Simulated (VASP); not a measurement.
**Li26NiF27 (a cell with a defect) (Griceite): single point with PBE**

Li26NiF27 (a cell with a defect) (Griceite):

```
CELL_PARAMETERS angstrom
0.00000 6.04200 6.04200
6.04200 0.00000 6.04200
6.04200 6.04200 0.00000
ATOMIC_POSITIONS crystal
Ni 0.00000 0.00000 0.00000
Li 0.00000 0.00000 0.34172
Li 0.00000 0.00000 0.65828
Li 0.00000 0.34172 0.00000
Li 0.00001 0.33333 0.33333
Li 0.00000 0.34172 0.65828
Li 0.00000 0.65828 0.00000
Li 0.00000 0.65828 0.34172
Li 0.99999 0.66667 0.66667
Li 0.34172 0.00000 0.00000
Li 0.33333 0.00001 0.33333
Li 0.34172 0.00000 0.65828
Li 0.33333 0.33333 0.00001
Li 0.33333 0.33333 0.33333
Li 0.33671 0.33671 0.66329
Li 0.34172 0.65828 0.00000
Li 0.33671 0.66329 0.33671
Li 0.33671 0.66329 0.66329
Li 0.65828 0.00000 0.00000
Li 0.65828 0.00000 0.34172
Li 0.66667 0.99999 0.66667
Li 0.65828 0.34172 0.00000
Li 0.66329 0.33671 0.33671
Li 0.66329 0.33671 0.66329
Li 0.66667 0.66667 0.99999
Li 0.66329 0.66329 0.33671
Li 0.66667 0.66667 0.66667
F 0.16596 0.16596 0.16596
F 0.16596 0.16596 0.50211
F 0.16586 0.16586 0.83414
F 0.16596 0.50211 0.16596
F 0.16746 0.50000 0.50000
F 0.16746 0.50000 0.83254
F 0.16586 0.83414 0.16586
F 0.16746 0.83254 0.50000
F 0.16586 0.83414 0.83414
F 0.50211 0.16596 0.16596
F 0.50000 0.16746 0.50000
F 0.50000 0.16746 0.83254
F 0.50000 0.50000 0.16746
F 0.50000 0.50000 0.50000
F 0.50000 0.50000 0.83254
F 0.50000 0.83254 0.16746
F 0.50000 0.83254 0.50000
F 0.49789 0.83404 0.83404
F 0.83414 0.16586 0.16586
F 0.83254 0.16746 0.50000
F 0.83414 0.16586 0.83414
F 0.83254 0.50000 0.16746
F 0.83254 0.50000 0.50000
F 0.83404 0.49789 0.83404
F 0.83414 0.83414 0.16586
F 0.83404 0.83404 0.49789
F 0.83404 0.83404 0.83404
```

| Item | Value |
| --- | --- |
| Program | VASP 6.6.1 |
| Task | single point |
| Functional | PBE |
| Potentials or basis | VASP PAW PBE potentials, release 64 (Ni, Li_sv, F) |
| Cutoff | 650 eV |
| k mesh | 3 × 3 × 3 |
| Occupations | fermi-dirac, width 0.01 eV |
| Spin | collinear spin, ferromagnetic start |
| Dipole correction | no |
| Charge | 1 |
| Further INCAR settings | LREAL = Auto; ALGO = Normal; EDIFF = 1e-06; NBANDS = 176; NELECT = 276.0 |

- Largest force: 0.033 eV/Å
- Net moment: 2.00 μB per cell
- Site moments: Ni +1.67; Li -0.00, +0.00; F -0.00, +0.05, +0.00 μB
- Valence electrons inside the program's atomic spheres: Ni 8.90; Li 2.06; F 6.13, 6.12, 6.14

Forces on the atoms (eV/Å):
```
Ni   0.000  0.000  0.000
Li   0.009  0.009  0.000
Li  -0.009 -0.009  0.000
Li   0.009  0.000  0.009
Li  -0.014  0.014  0.014
Li   0.000 -0.009  0.009
Li  -0.009  0.000 -0.009
Li   0.000  0.009 -0.009
Li   0.014 -0.014 -0.014
Li   0.000  0.009  0.009
Li   0.014 -0.014  0.014
Li  -0.009  0.000  0.009
Li   0.014  0.014 -0.014
Li  -0.014 -0.014 -0.014
Li   0.000  0.000 -0.033
Li  -0.009  0.009  0.000
Li   0.000 -0.033  0.000
Li   0.033  0.000  0.000
Li   0.000 -0.009 -0.009
Li   0.009  0.000 -0.009
Li  -0.014  0.014 -0.014
Li   0.009 -0.009  0.000
Li  -0.033  0.000  0.000
Li   0.000  0.033  0.000
Li  -0.014 -0.014  0.014
Li   0.000  0.000  0.033
Li   0.014  0.014  0.014
F    0.009  0.009  0.009
F   -0.009 -0.009  0.009
F    0.000  0.000  0.022
F   -0.009  0.009 -0.009
F    0.000 -0.001 -0.001
F    0.001  0.000 -0.001
F    0.000  0.022  0.000
F    0.001 -0.001  0.000
F   -0.022  0.000  0.000
F    0.009 -0.009 -0.009
F   -0.001  0.000 -0.001
F    0.000  0.001 -0.001
F   -0.001 -0.001  0.000
F    0.000  0.000  0.000
F    0.001  0.001  0.000
F    0.000 -0.001  0.001
F    0.001  0.000  0.001
F   -0.009  0.009  0.009
F    0.022  0.000  0.000
F   -0.001  0.001  0.000
F    0.000 -0.022  0.000
F   -0.001  0.000  0.001
F    0.000  0.001  0.001
F    0.009 -0.009  0.009
F    0.000  0.000 -0.022
F    0.009  0.009 -0.009
F   -0.009 -0.009 -0.009
```

Levels at points of the mesh, in eV from the Fermi level:
Spin up:
```
           k point  band 137  band 138  band 139  band 140  band 141  band 142
(0.00, 0.00, 0.00)     -1.25     -0.79     -0.79      5.94      7.69      8.14
```
Spin down:
```csv
k point,band 134,band 135,band 136,band 137,band 138,band 139,band 140,band 141
"(0.00, 0.00, 0.00)",-2.39,-0.36,-0.36,-0.36,1.81,1.81,6.05,7.74
```

Wall time 9 min on 4 MPI ranks on AMD EPYC 9R45 96-Core Processor (Zen 5), on a shared host, peak memory 1.4 GiB a rank.

Caveat: the cell carries a net charge on a neutralising background, which shifts energy and pressure; the cell is charged against a uniform background, so pressure and absolute levels hang on convention.
